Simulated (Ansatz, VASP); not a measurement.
## Two plane-wave programs on TeW

The input INCAR:

```
SYSTEM = TeW
PREC     = Accurate       ! precision mode
ENCUT    = 520            ! plane-wave cutoff, eV
EDIFF    = 1E-7           ! SCF threshold, eV
ISMEAR   = 0              ! smearing method
SIGMA    = 0.1            ! smearing width, eV
LREAL    = .False.        ! projectors in reciprocal space
LASPH    = .True.         ! aspherical terms in the spheres
NELM     = 150            ! most SCF steps
ALGO     = Normal         ! electronic algorithm
ISIF     = 2              ! what is computed and relaxed
LWAVE    = .False.        ! write WAVECAR
LCHARG   = .True.         ! write CHGCAR
ISPIN    = 2              ! spin polarisation
MAGMOM   = 1 0            ! initial moments
LORBIT   = 11             ! projections on sites
LMAXMIX  = 4              ! l up to which the mixer works
GGA      = PE             ! functional
LELF     = .True.         ! ELF
LVHAR    = .True.       
NBANDS   = 21             ! bands
```

File KPOINTS:

```
regular mesh
0
Gamma
  12 12 12
  0 0 0
```

Contents of POSCAR:

```
TeW
1.0
    0.0000000000      3.0204485448      3.0204485448
    3.0204485448      0.0000000000      3.0204485448
    3.0204485448      3.0204485448      0.0000000000
W Te
1 1
Direct
    0.0000000000      0.0000000000      0.0000000000
    0.2500000000      0.2500000000      0.2500000000
```

Input for Ansatz:

```yaml
crystal:
  lattice:
    - [0.0, 3.0204485448, 3.0204485448]
    - [3.0204485448, 0.0, 3.0204485448]
    - [3.0204485448, 3.0204485448, 0.0]
  atoms:
    - { symbol: W, position: [0.0, 0.0, 0.0], spin: 1.0 }
    - { symbol: Te, position: [0.25, 0.25, 0.25] }
basis:
  ecutwfc: 420
kpoints:
  mp_grid: { grid: [12, 12, 12] }
hamiltonian:
  xc: pbe
scf:
  occupations: { method: gaussian, width: 0.1 }
  lower_state_search: "off"
output:
  forces: true
  stress: true
  eigenvalues: true
  populations: true
magnetization:
  spin_polarized: true
```

Alike in both runs: task single point; functional PBE; k mesh 12 × 12 × 12; occupations gaussian, width 0.1 eV; collinear spin.

```csv
,VASP,Ansatz
version,VASP 6.6.1,Ansatz 0.2.0
potentials or method,"VASP PAW PBE potentials, release 64 (W_sv, Te), cutoff 520 eV","scalar-relativistic, plane waves, PAW"
valence electrons in the cell,20,30
```

|  | VASP | Ansatz | Ansatz less VASP |
| --- | --- | --- | --- |
| gap on the k mesh at the Fermi level (eV) | none | none | - |
| pressure (GPa) | 4.1 | 4.1 | +0.01 |
| net moment per atom (μB) | 0.68 | 0.68 | 0.000 |
| size of the moment on the site where the two differ most (μB) | 1.08 | 0.91 | -0.168 |

Site moments also hang on the region over which each program counts them. A gap of «none» marks a metal or a gap that the smearing closes. The functional is the same, so the differences come from potentials, cutoffs and numerics. VASP's potentials hold 20 valence electrons a cell and Ansatz's 30, so a difference there can come from the potentials and not from the codes.

Spin-orbit coupling is off throughout.
